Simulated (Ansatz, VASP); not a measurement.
**Two plane-wave programs on W2Br3**

```
W Br
1.0
     3.13728    0.00000    0.00000
     0.00000   12.85831    0.00000
     0.00000    0.00000    6.50758
W Br
4 6
Direct
  0.50000 0.70529 0.42812
  0.50000 0.18400 0.13638
  0.50000 0.81600 0.13638
  0.50000 0.29471 0.42812
  0.50000 0.62490 0.06322
  0.50000 0.17111 0.71642
  0.50000 0.50000 0.54908
  0.50000 0.00000 0.26254
  0.50000 0.82889 0.71642
  0.50000 0.37510 0.06322
```

Change from the starting cell: the structure that the rattled cell fell into.

Alike in both runs: functional PBE; k mesh 6 × 2 × 4; occupations gaussian, width 0.1 eV; no spin polarisation.

Ansatz relaxed the structure, and its values are those at the end. VASP's run is a single point on that final structure, the one shown.

```csv
,VASP,Ansatz
version,VASP 6.6.1,Ansatz 0.2.0
potentials or method,"VASP PAW PBE potentials, release 64 (W_sv, Br), cutoff 520 eV","scalar-relativistic, plane waves, PAW"
valence electrons in the cell,98,98
```

Ansatz gave:

```
gap on the k mesh at the Fermi level (eV) : none
pressure (GPa)                            : 0.0
rms of the force components (eV/Å)        : 0.005
```

What did VASP give for the same quantities?

gap on the k mesh at the Fermi level (eV): none; pressure (GPa): 0.2; rms of the force components (eV/Å): 0.042.

A gap of «none» marks a metal or a gap that the smearing closes.

Spin-orbit coupling is off throughout.
